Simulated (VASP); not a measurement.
KCdF3, 5 atoms in the cell. Symmetry: Pm-3m, No. 221, cubic system. Conventional cell: a = 4.323 Å, b = 4.323 Å, c = 4.323 Å, α = 90.00°, β = 90.00°, γ = 90.00°. Within 4.0 Å of K (site symmetry m-3m) lie 12 F at 3.06 Å and 8 Cd at 3.74 Å. Cd (site symmetry m-3m) has 6 F at 2.16 Å within 2.9 Å. F (site symmetry 4/mmm) has 2 Cd at 2.16 Å within 2.9 Å. 

```yaml
Program: VASP 6.6.1
Task: single point
Functional: PBEsol
Dispersion: D4
Potentials_or_basis: VASP PAW PBE potentials, release 64 (K_sv, Cd, F)
Cutoff: 520 eV
k_mesh: 4 × 4 × 4
Occupations: gaussian, width 0.01 eV
Spin: no spin polarisation
Dipole_correction: no
Further_INCAR_settings: ALGO = Normal; EDIFF = 1e-06; NBANDS = 29
```

Potentials or basis: VASP PAW PBE potentials, release 64 (K_sv, Cd, F).

Run with:

```bash
$ cat potpaw_PBE.64/K_sv/POTCAR potpaw_PBE.64/Cd/POTCAR potpaw_PBE.64/F/POTCAR > POTCAR
$ mpirun -np 1 vasp_std > vasp.out
```

Hardware: 1 thread of Intel Xeon 8259CL (shared host).

How long does it take, and how much memory?

Run time: 67 s on 1 thread of Intel Xeon 8259CL, on a shared host, peak memory 0.18 GiB. Counts: scf iterations 14, k points 10.
